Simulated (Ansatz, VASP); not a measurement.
# One calculation of NbP, two programs

```
Nb P
1.0
    -1.69696    1.69696    5.81564
     1.69696   -1.69696    5.81564
     1.69696    1.69696   -5.81564
Nb P
2 2
Direct
  0.24988 0.74988 0.50000
  0.49988 0.49988 0.00000
  0.83275 0.33275 0.50000
  0.08275 0.08275 0.00000
```

Change from the starting cell: volume scaled by 1.04.

Alike in both runs: task single point; functional LDA; k mesh 11 × 11 × 11; occupations fermi-dirac, width 0.05 eV; no spin polarisation.

|  | VASP | Ansatz |
| --- | --- | --- |
| version | VASP 6.6.1 | Ansatz 0.2.0 |
| potentials or method | VASP PAW LDA potentials, release 64 (Nb_sv, P), cutoff 520 eV | all-electron LAPW, scalar-relativistic |

Ansatz gave:

* gap on the k mesh at the Fermi level (eV): none
* pressure (GPa): -15.5
* traceless stress, the component that is largest in VASP (GPa): 0.80

Problem. What did VASP give for the same quantities?

Solution. gap on the k mesh at the Fermi level (eV): none; pressure (GPa): -15.6; traceless stress, the component that is largest in VASP (GPa): 0.80.

LDA's correlation is that of Perdew and Zunger in VASP and of Perdew and Wang (1992) in Ansatz. A gap of «none» marks a metal or a gap that the smearing closes. Ansatz ran all-electron here, and VASP with PAW potentials.
